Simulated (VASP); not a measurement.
# AlN (F-43m) in VASP: notebook

AlN is run at these levels: PBE+D4; tasks: single point.

All numbers are computed with VASP 6.6.1; they aren't measurements. Logs are shortened: lines on timing, memory, paths and dates and some standing lists are left out, and cuts for length are marked.

## Step 1: The cell of the first run

It takes space group F-43m (No. 216, cubic). The conventional cell has a = 4.339 Å, b = 4.339 Å, c = 4.339 Å, α = 90.00°, β = 90.00°, γ = 90.00°. Within 2.5 Å of Al (site symmetry -43m) lie 4 N at 1.88 Å. N (site symmetry -43m) has 4 Al at 1.88 Å within 2.5 Å.

## Step 2: Single point, PBE+D4

File INCAR:

```
ALGO = Normal ; EDIFF = 1E-6
ENCUT = 600 ; GGA = PE
GGA_COMPAT = F ; ISIF = 2
ISMEAR = -1 ; IVDW = 13
LASPH = T ; LCHARG = F
LREAL = F ; LWAVE = F
NBANDS = 11 ; NELM = 120
PREC = Accurate ; SIGMA = 0.05
```

File KPOINTS:

```
k-points
0
Gamma
  10 10 10
```

File POSCAR:

```
AlN
1.0
    0.0000000000      2.1693354430      2.1693354430
    2.1693354430      0.0000000000      2.1693354430
    2.1693354430      2.1693354430      0.0000000000
Al N
1 1
Direct
    0.0000000000      0.0000000000      0.0000000000
    0.2500000000      0.2500000000      0.2500000000
```

Potentials or basis: VASP PAW PBE potentials, release 64 (Al, N).

Command:

```sh
cat potpaw_PBE.64/Al/POTCAR potpaw_PBE.64/N/POTCAR > POTCAR
mpirun -np 1 vasp_std > vasp.out
```

OUTCAR:

```text
EDIFF = 1E-6
   ENCUT = 600
   GGA = PE
   ISIF = 2
   ISMEAR = -1
   IVDW = 13
   LASPH = T
   LREAL = F
   NELM = 120
   PREC = Accurate

 ion  position               nearest neighbor table
   1  0.000  0.000  0.000-   2 1.88   2 1.88   2 1.88   2 1.88
   2  0.250  0.250  0.250-   1 1.88   1 1.88   1 1.88   1 1.88

  LATTYP: Found a face centered cubic cell.
 ALAT       =     4.3386708860

  Lattice vectors:

 A1 = (   0.0000000000,   2.1693354430,   2.1693354430)
 A2 = (   2.1693354430,   0.0000000000,   2.1693354430)
 A3 = (   2.1693354430,   2.1693354430,   0.0000000000)

Analysis of symmetry for initial positions (statically):
=====================================================================
 Subroutine PRICEL returns:
 Original cell was already a primitive cell.

 Routine SETGRP: Setting up the symmetry group for a
 face centered cubic supercell.

 Subroutine GETGRP returns: Found 24 space group operations
 (whereof 24 operations were pure point group operations)
 out of a pool of 48 trial point group operations.

The static configuration has the point symmetry T_d .

Analysis of symmetry for dynamics (positions and initial velocities):
=====================================================================
 Subroutine PRICEL returns:
 Original cell was already a primitive cell.

 Routine SETGRP: Setting up the symmetry group for a
 face centered cubic supercell.

 Subroutine GETGRP returns: Found 24 space group operations
 (whereof 24 operations were pure point group operations)
 out of a pool of 48 trial point group operations.

The dynamic configuration has the point symmetry T_d .

 Subroutine INISYM returns: Found 24 space group operations
 (whereof 24 operations are pure point group operations),
 and found     1 'primitive' translations

----------------------------------------------------------------------------------------

                                     Primitive cell

  volume of cell :      20.4179

  direct lattice vectors                    reciprocal lattice vectors
     0.000000000  2.169335443  2.169335443    -0.230485332  0.230485332  0.230485332
     2.169335443  0.000000000  2.169335443     0.230485332 -0.230485332  0.230485332
     2.169335443  2.169335443  0.000000000     0.230485332  0.230485332 -0.230485332

  length of vectors
     3.067903605  3.067903605  3.067903605     0.399212306  0.399212306  0.399212306

  position of ions in fractional coordinates (direct lattice)
     0.000000000  0.000000000  0.000000000
     0.250000000  0.250000000  0.250000000

  ion indices of the primitive-cell ions
   primitive index   ion index
                 1           1
                 2           2

----------------------------------------------------------------------------------------

 KPOINTS: k-points

Automatic generation of k-mesh.
 Grid dimensions read from file:
 generate k-points for:   10   10   10

 Generating k-lattice:

  Cartesian coordinates                     Fractional coordinates (reciprocal lattice)
    -0.023048533  0.023048533  0.023048533     0.100000000  0.000000000  0.000000000
     0.023048533 -0.023048533  0.023048533     0.000000000  0.100000000  0.000000000
     0.023048533  0.023048533 -0.023048533     0.000000000  0.000000000  0.100000000

  Length of vectors
     0.039921231  0.039921231  0.039921231

  Shift w.r.t. Gamma in fractional coordinates (k-lattice)
     0.000000000  0.000000000  0.000000000

 Subroutine IBZKPT returns following result:
 ===========================================

 Found     47 irreducible k-points:

 Following reciprocal coordinates:
            Coordinates               Weight
  0.000000  0.000000  0.000000      1.000000
  0.100000  0.000000  0.000000      8.000000
  0.200000  0.000000  0.000000      8.000000
  0.300000  0.000000  0.000000      8.000000
  0.400000  0.000000  0.000000      8.000000
  0.500000  0.000000  0.000000      4.000000
[... 16 lines left out ...]
  0.300000  0.300000  0.000000      6.000000
  0.400000  0.300000  0.000000     24.000000
 [... further k-points ...]
   k-points           NKPTS =     47   k-points in BZ     NKDIM =     47   number of bands    NBANDS=     11
   number of dos      NEDOS =    301   number of ions     NIONS =      2
   total plane-waves  NPLWV =  21952
   dimension x,y,z NGX =    28 NGY =   28 NGZ =   28
   dimension x,y,z NGXF=    56 NGYF=   56 NGZF=   56
   ions per type =               1   1
   NGX,Y,Z   is equivalent  to a cutoff of  15.17, 15.17, 15.17 a.u.
   NGXF,Y,Z  is equivalent  to a cutoff of  30.35, 30.35, 30.35 a.u.
 SYSTEM =  unknown system
   PREC   = accura    normal or accurate (medium, high low for compatibility)
   ISTART =      0    job   : 0-new  1-cont  2-samecut
   ICHARG =      2    charge: 1-file 2-atom 10-const
   ISPIN  =      1    spin polarized calculation?
   LNONCOLLINEAR =      F non collinear calculations
   LSORBIT =      F    spin-orbit coupling
   LASPH  =      T    aspherical Exc in radial PAW
   ENCUT  =  600.0 eV  44.10 Ry    6.64 a.u.   6.13  6.13  6.13*2*pi/ulx,y,z
   NELM   =    120;   NELMIN=  2; NELMDL= -5     # of ELM steps
   EDIFF  = 0.1E-05   stopping-criterion for ELM
   LREAL  =      F    real-space projection
   EDIFFG = 0.1E-04   stopping-criterion for IOM
   NSW    =      0    number of steps for IOM
   IBRION =     -1    ionic relax: 0-MD 1-quasi-New 2-CG
   NFREE  =      0    steps in history (QN), initial steepest desc. (CG)
   ISIF   =      2    stress and relaxation
   ISYM   =      2    0-nonsym 1-usesym 2-fastsym
   POTIM  = 0.5000    time-step for ionic-motion
   TEBEG  =    0.0;   TEEND  =   0.0 temperature during run
   PSTRESS=    0.0 pullay stress
   NELECT =       8.0000    total number of electrons
   NUPDOWN=      -1.0000    fix difference up-down
   EMIN   =  10.00;   EMAX   =-10.00  energy-range for DOS
   EFERMI =   0.00;   METHOD = LEGACY
   ISMEAR =    -1;   SIGMA  =   0.05  broadening in eV -4-tet -1-fermi 0-gaus
   EFERMI_NEDOS =   21; number of points for ismear=-14 and -15
   IALGO  =     38    algorithm
   IMIX   =      4    mixing-type and parameters
     AMIX     =   0.40;   BMIX     =  1.00
     AMIX_MAG =   1.60;   BMIX_MAG =  1.00
  volume/ion in A,a.u.               =      10.21        68.89
  Fermi-wavevector in a.u.,A,eV,Ry     =   1.197939  2.263777 19.525154  1.435058
  Thomas-Fermi vector in A             =   2.333841
   LORBIT       =      0    0 simple, 1 ext, 2 COOP (PROOUT), +10 PAW based schemes
   GGA     = PE    functional components
   LHFCALC =     F    Hartree Fock is set to
   AEXX    =    0.0000 exact exchange contribution
   IVDW    =    13    specifies the selected vdW correction
   LEPSILON=     F    determine dielectric tensor
   LRPA    =     F    only Hartree local field effects (RPA)
 non-spin polarized calculation
  energy-cutoff  :      600.00
  volume of cell :       20.42
 maximum number of plane-waves:       701
 NGX is ok and might be reduce to    28
   NGX = 13   NGY = 13   NGZ = 13

 number of electron       8.0000000 magnetization

 Free energy of the ion-electron system (eV)
  ---------------------------------------------------
  ext. energy  EPLUGINS =         0.00000000
  ---------------------------------------------------
  free energy    TOTEN  =       -14.82407351 eV

  energy without entropy =      -14.82407351  energy(sigma->0) =      -14.82407351

 E-fermi :   7.2440     XC(G=0): -11.0223

 val. band max:        6.1620282529   @ k =   0.0000   0.0000   0.0000
 cond. band min:       9.4901543774   @ k =   0.5000   0.5000   0.0000
 fundamental gap:      3.3281261245
 Fermi energy:         7.2439607840

 k-point     1 :       0.0000    0.0000    0.0000
  band No.  band energies     occupation
      1      -8.9374      2.00000
      2       6.1620      2.00000
      3       6.1620      2.00000
      4       6.1620      2.00000
      5      10.5384      0.00000
      6      18.9240      0.00000
      7      18.9240      0.00000
      8      18.9240      0.00000
      9      24.0136      0.00000
     10      24.0136      0.00000
     11      25.4555      0.00000

 k-point     2 :       0.1000    0.0000    0.0000
  band No.  band energies     occupation
      1      -8.7875      2.00000
      2       5.3505      2.00000
      3       6.1103      2.00000
      4       6.1103      2.00000
      5      11.1936      0.00000
      6      18.5343      0.00000
      7      19.0603      0.00000
      8      19.0603      0.00000
      9      22.7417      0.00000
     10      22.7417      0.00000
     11      24.6578      0.00000

 k-point     3 :       0.2000    0.0000    0.0000
  band No.  band energies     occupation
      1      -8.3604      2.00000
      2       3.7295      2.00000
      3       5.9812      2.00000
      4       5.9812      2.00000
      5      12.3175      0.00000
      6      17.7256      0.00000
      7      18.9724      0.00000
      8      18.9724      0.00000
      9      22.2191      0.00000
     10      22.2191      0.00000
     11      23.7945      0.00000

 k-point     4 :       0.3000    0.0000    0.0000
  band No.  band energies     occupation
      1      -7.7385      2.00000
      2       2.0566      2.00000
      3       5.8330      2.00000
      4       5.8330      2.00000
      5      13.1622      0.00000
      6      16.9479      0.00000
      7      18.2766      0.00000
      8      18.2766      0.00000
      9      23.3199      0.00000
     10      23.3199      0.00000
     11      23.6319      0.00000
[... 239 lines left out ...]
 k-point    22 :      -0.2000    0.2000    0.0000
  band No.  band energies     occupation
      1      -7.5343      2.00000
      2       2.3677      2.00000
      3       4.4504      2.00000
      4       5.9090      2.00000
      5      13.8765      0.00000
      6      16.2757      0.00000
      7      17.7576      0.00000
      8      18.8141      0.00000
      9      21.3144      0.00000
     10      24.8683      0.00000
     11      27.7628      0.00000

 k-point    23 :       0.3000    0.3000    0.0000
  band No.  band energies     occupation
      1      -7.3526      2.00000
      2       2.6206      2.00000
      3       4.9079      2.00000
      4       4.9079      2.00000
      5      11.5573      0.00000
      6      16.0047      0.00000
      7      18.2684      0.00000
      8      20.8973      0.00000
      9      20.8973      0.00000
     10      26.7497      0.00000
     11      30.2881      0.00000

 k-point    24 :       0.4000    0.3000    0.0000
  band No.  band energies     occupation
      1      -6.8751      2.00000
      2       1.9721      2.00000
      3       4.4395      2.00000
      4       4.7427      2.00000
      5      11.1231      0.00000
      6      15.8329      0.00000
      7      18.6611      0.00000
      8      20.9749      0.00000
      9      21.5010      0.00000
     10      27.7098      0.00000
     11      30.0761      0.00000

 [... further k-points ...]

------------------------ aborting loop because EDIFF is reached ----------------------------------------

  DFT-D4 for vdW energy calculation

  Edisp (eV):   -0.62885

  FORCE on cell =-STRESS in cart. coord.  units (eV):
  Direction    XX          YY          ZZ          XY          YZ          ZX
  --------------------------------------------------------------------------------------
  -------------------------------------------------------------------------------------
  Total       0.51357     0.51357     0.51357     0.00000     0.00000    -0.00000
  in kB      40.29940    40.29940    40.29940     0.00000     0.00000    -0.00000
  external pressure =       40.30 kB  Pullay stress =        0.00 kB

 VOLUME and BASIS-vectors are now :
 -----------------------------------------------------------------------------
  energy-cutoff  :      600.00
  volume of cell :       20.42
      direct lattice vectors                 reciprocal lattice vectors
     0.000000000  2.169335443  2.169335443    -0.230485332  0.230485332  0.230485332
     2.169335443  0.000000000  2.169335443     0.230485332 -0.230485332  0.230485332
     2.169335443  2.169335443  0.000000000     0.230485332  0.230485332 -0.230485332

 POSITION                                       TOTAL-FORCE (eV/Angst)
 -----------------------------------------------------------------------------------
      0.00000      0.00000      0.00000         0.000000      0.000000      0.000000
      1.08467      1.08467      1.08467        -0.000000     -0.000000     -0.000000
 -----------------------------------------------------------------------------------
    total drift:                                0.000000      0.000000      0.000000

  FREE ENERGIE OF THE ION-ELECTRON SYSTEM (eV)
  ---------------------------------------------------
  free  energy   TOTEN  =       -15.4529274699 eV

  energy  without entropy=      -15.4529274699  energy(sigma->0) =      -15.45292747
```

Run time: 28 s. Hardware: 1 thread of Intel Xeon 8259CL, shared host; peak memory 0.15 GiB.

What came out:

```
Free energy                : -15.4529 eV
Pressure                   : 4.0 GPa
Band gap on the k mesh     : 3.33 eV, indirect (least direct gap 4.38 eV)
Dispersion energy per atom : -0.314 eV
```

Levels at points of the mesh, in eV from the valence-band top:
```
           k point  band 1  band 2  band 3  band 4  band 5  band 6  band 7  band 8
(0.00, 0.00, 0.00)  -15.10    0.00    0.00    0.00    4.38   12.76   12.76   12.76
(0.50, 0.00, 0.00)  -12.99   -5.94   -0.48   -0.48    7.56   10.00   11.27   11.27
(0.50, 0.50, 0.00)  -12.34   -4.96   -1.79   -1.79    3.33    8.74   14.23   15.99
```

## Step 3: Single point, PBE+D4

This run uses another cell than the first one, of 10.42 Å³/atom, 1.020 times its volume.

File INCAR:

```
SYSTEM = AlN
ALGO     = Normal         ! electronic algorithm
EDIFF    = 1E-6           ! SCF threshold, eV
ENCUT    = 600            ! plane-wave cutoff, eV
GGA      = PE             ! functional
GGA_COMPAT= .FALSE.      
ISIF     = 2              ! what is computed and relaxed
ISMEAR   = -1             ! smearing method
IVDW     = 13             ! dispersion correction
LASPH    = .TRUE.         ! aspherical terms in the spheres
LCHARG   = .FALSE.        ! write CHGCAR
LREAL    = .FALSE.        ! projectors in reciprocal space
LWAVE    = .FALSE.        ! write WAVECAR
NBANDS   = 11             ! bands
NELM     = 120            ! most SCF steps
PREC     = Accurate       ! precision mode
SIGMA    = 0.05           ! smearing width, eV
```

File KPOINTS:

```
k-points
0
G
  10 10 10
  0 0 0
```

File POSCAR:

```
AlN
1.0
    0.0000000000      2.1839935596      2.1839935596
    2.1839935596      0.0000000000      2.1839935596
    2.1839935596      2.1839935596      0.0000000000
Al N
1 1
Direct
    0.0000000000      0.0000000000      0.0000000000
    0.2500000000      0.2500000000      0.2500000000
```

Potentials or basis: VASP PAW PBE potentials, release 64 (Al, N).

Command:

```sh
cat potpaw_PBE.64/Al/POTCAR potpaw_PBE.64/N/POTCAR > POTCAR
mpirun -np 1 vasp_std > vasp.out
```

It took 29 s on 1 thread of Intel Xeon 8259CL, shared host; peak memory 0.15 GiB.

Results (log left out):

| Quantity | Value |
| --- | --- |
| Free energy | -15.4576 eV |
| Pressure | -0.2 GPa |
| Band gap on the k mesh | 3.32 eV, indirect (least direct gap 4.20 eV) |
| Dispersion energy per atom | -0.308 eV |

Levels at points of the mesh, in eV from the valence-band top:
```
           k point  band 1  band 2  band 3  band 4  band 5  band 6  band 7  band 8  band 9
(0.00, 0.00, 0.00)  -14.98    0.00    0.00    0.00    4.20   12.56   12.56   12.56   17.69
(0.50, 0.00, 0.00)  -12.93   -5.85   -0.48   -0.48    7.38    9.87   11.15   11.15   17.99
(0.50, 0.50, 0.00)  -12.30   -4.90   -1.77   -1.77    3.32    8.62   13.96   15.73   15.73
```

## Step 4: Single point, PBE+D4

This run uses another cell than the first one, of 10.63 Å³/atom, 1.041 times its volume.

File INCAR:

```
SYSTEM = AlN
ALGO = Normal ; EDIFF = 1E-6
ENCUT = 600 ; GGA = PE
GGA_COMPAT = .False. ; ISIF = 2
ISMEAR = -1 ; IVDW = 13
LASPH = .True. ; LCHARG = .True.
LELF = .True. ; LREAL = .False.
LVHAR = .True. ; LWAVE = .False.
NBANDS = 11 ; NELM = 120
PREC = Accurate ; SIGMA = 0.05
```

File KPOINTS:

```
k-points
0
Gamma
  10 10 10
  0 0 0
```

File POSCAR:

```
AlN
1.0
    0.0000000000      2.1984575146      2.1984575146
    2.1984575146      0.0000000000      2.1984575146
    2.1984575146      2.1984575146      0.0000000000
Al N
1 1
Direct
    0.0000000000      0.0000000000      0.0000000000
    0.2500000000      0.2500000000      0.2500000000
```

Command:

```sh
cat potpaw_PBE.64/Al/POTCAR potpaw_PBE.64/N/POTCAR > POTCAR
mpirun -np 1 vasp_std > vasp.out
```

Run time: 29 s. Hardware: 1 thread of Intel Xeon 8259CL, shared host; peak memory 0.16 GiB.

It converged, with:

```yaml
Free_energy: -15.4524 eV
Pressure: -4.1 GPa
Band_gap_on_the_k_mesh: 3.31 eV, indirect (least direct gap 4.02 eV)
Dispersion_energy_per_atom: -0.302 eV
```

Levels at points of the mesh, in eV from the valence-band top:
| k point | band 2 | band 3 | band 4 | band 5 | band 6 | band 7 |
| --- | --- | --- | --- | --- | --- | --- |
| (0.00, 0.00, 0.00) | 0.00 | 0.00 | 0.00 | 4.02 | 12.37 | 12.37 |
| (0.50, 0.00, 0.00) | -5.77 | -0.48 | -0.48 | 7.20 | 9.73 | 11.02 |
| (0.50, 0.50, 0.00) | -4.84 | -1.75 | -1.75 | 3.31 | 8.49 | 13.69 |

A k mesh can miss the band edges. PBE gaps usually lie below the measured ones, often by a third to a half.

## Step 5: Overview

| cell | gap on the mesh (eV) | pressure (GPa) |
| --- | --- | --- |
| a = 3.068 Å, angles 60.0°, 2 atoms | 3.33 | 4.0 |
| a = 3.089 Å, angles 60.0°, 2 atoms | 3.32 | -0.2 |
| a = 3.109 Å, angles 60.0°, 2 atoms | 3.31 | -4.1 |

Alike in all rows: task single point; level PBE+D4; potentials or basis VASP PAW PBE potentials, release 64 (Al, N); no spin polarisation; k mesh 10 × 10 × 10; cutoff (eV) 600; smearing fermi-dirac 0.05 eV.

Absolute energies hang on the potentials; compare differences alone.
